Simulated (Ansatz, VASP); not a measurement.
**One calculation of Zn5Se2S3, two programs**

Contents of INCAR:

```
ALGO = Normal ; EDIFF = 1E-6
ENCUT = 520 ; GGA = PE
ISIF = 2 ; ISMEAR = 0
LASPH = True ; LCHARG = True
LELF = True ; LREAL = False
LVHAR = True ; LWAVE = False
NBANDS = 56 ; NELM = 80
PREC = Accurate ; SIGMA = 0.1
```

The input KPOINTS:

```
k-points
0
Gamma
  4 4 4
```

File POSCAR:

```
Zn5Se2S3
1.0
    0.0000000000     -3.9309582504      0.0000000000
    3.9309582504      0.0000000000      0.0000000000
   -1.9654791252      1.9654791252     13.8949509071
Zn Se S
5 2 3
Direct
    0.3456900814      0.8456900814      0.6913801627
    0.9520585746      0.4520585746      0.9041171493
    0.5479414254      0.0479414254      0.0958828507
    0.1543099186      0.6543099186      0.3086198373
    0.7500000000      0.2500000000      0.5000000000
    0.8988783344      0.8988783344      0.7977566688
    0.1011216656      0.1011216656      0.2022433312
    0.7021676104      0.7021676104      0.4043352208
    0.2978323896      0.2978323896      0.5956647792
    0.5000000000      0.5000000000      0.0000000000
```

Input for Ansatz:

```yaml
crystal:
  lattice:
    - [0.0, -3.9309582504, 0.0]
    - [3.9309582504, 0.0, 0.0]
    - [-1.9654791252, 1.9654791252, 13.8949509071]
  atoms:
    - { symbol: Zn, position: [0.3456900814, 0.8456900814, 0.6913801627] }
    - { symbol: Zn, position: [0.9520585746, 0.4520585746, 0.9041171493] }
    - { symbol: Zn, position: [0.5479414254, 0.0479414254, 0.0958828507] }
    - { symbol: Zn, position: [0.1543099186, 0.6543099186, 0.3086198373] }
    - { symbol: Zn, position: [0.75, 0.25, 0.5] }
    - { symbol: Se, position: [0.8988783344, 0.8988783344, 0.7977566688] }
    - { symbol: Se, position: [0.1011216656, 0.1011216656, 0.2022433312] }
    - { symbol: S, position: [0.7021676104, 0.7021676104, 0.4043352208] }
    - { symbol: S, position: [0.2978323896, 0.2978323896, 0.5956647792] }
    - { symbol: S, position: [0.5, 0.5, 0.0] }
basis:
  ecutwfc: 420
kpoints:
  mp_grid: { grid: [4, 4, 4] }
hamiltonian:
  xc: pbe
scf:
  occupations: { method: gaussian, width: 0.1 }
  lower_state_search: "off"
output:
  forces: true
  stress: true
  eigenvalues: true
```

Alike in both runs: task single point; functional PBE; k mesh 4 × 4 × 4; occupations gaussian, width 0.1 eV; no spin polarisation.

```csv
,VASP,Ansatz
version,VASP 6.6.1,Ansatz 0.2.0
potentials or method,"VASP PAW PBE potentials, release 64 (Zn, Se, S), cutoff 520 eV","scalar-relativistic, plane waves, PAW"
valence electrons in the cell,90,110
```

Ansatz gave:

* gap on the k mesh at the Fermi level (eV): 1.56
* least direct gap on the mesh (eV): 1.56
* pressure (GPa): 0.1
* traceless stress, the component that is largest in VASP (GPa): -0.23

Task: What did VASP give for the same quantities?

Result: gap on the k mesh at the Fermi level (eV): 1.56; least direct gap on the mesh (eV): 1.56; pressure (GPa): 0.3; traceless stress, the component that is largest in VASP (GPa): -0.23.

VASP's potentials hold 90 valence electrons a cell and Ansatz's 110, so a difference there can come from the potentials and not from the codes.
